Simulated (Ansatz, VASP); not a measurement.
One calculation of HfC, two programs

```xyz
2
Lattice="0.0000 2.3250 2.3250 2.3250 0.0000 2.3250 2.3250 2.3250 0.0000" Properties=species:S:1:pos:R:3 pbc="T T T"
Hf    2.3250    2.3250    2.3250
C    -0.3182   -0.3182   -0.2250
```

Alike in both runs: task single point; functional PBEsol; k mesh 18 × 18 × 18; occupations gaussian, width 0.15 eV; no spin polarisation.

|  | VASP | Ansatz |
| --- | --- | --- |
| version | VASP 6.6.1 | Ansatz 0.2.0 |
| potentials or method | VASP PAW PBE potentials, release 64 (Hf_pv, C), cutoff 520 eV | scalar-relativistic, plane waves, PAW |
| valence electrons in the cell | 14 | 30 |

Ansatz gave:

```
gap on the k mesh at the Fermi level (eV)                     : 1.09
least direct gap on the mesh (eV)                             : 1.30
pressure (GPa)                                                : 14.2
traceless stress, the component that is largest in VASP (GPa) : -10.08
rms of the force components (eV/Å)                            : 2.207
```

Question: Which values does VASP return?

Answer: gap on the k mesh at the Fermi level (eV): 1.12; least direct gap on the mesh (eV): 1.33; pressure (GPa): 14.2; traceless stress, the component that is largest in VASP (GPa): -10.33; rms of the force components (eV/Å): 2.230.

VASP's potentials were made for PBE, not for PBEsol. Atom by atom the forces differ by 0.025 eV/Å (rms over components). VASP's potentials hold 14 valence electrons a cell and Ansatz's 30, so a difference there can come from the potentials and not from the codes.

Spin-orbit coupling is off throughout.
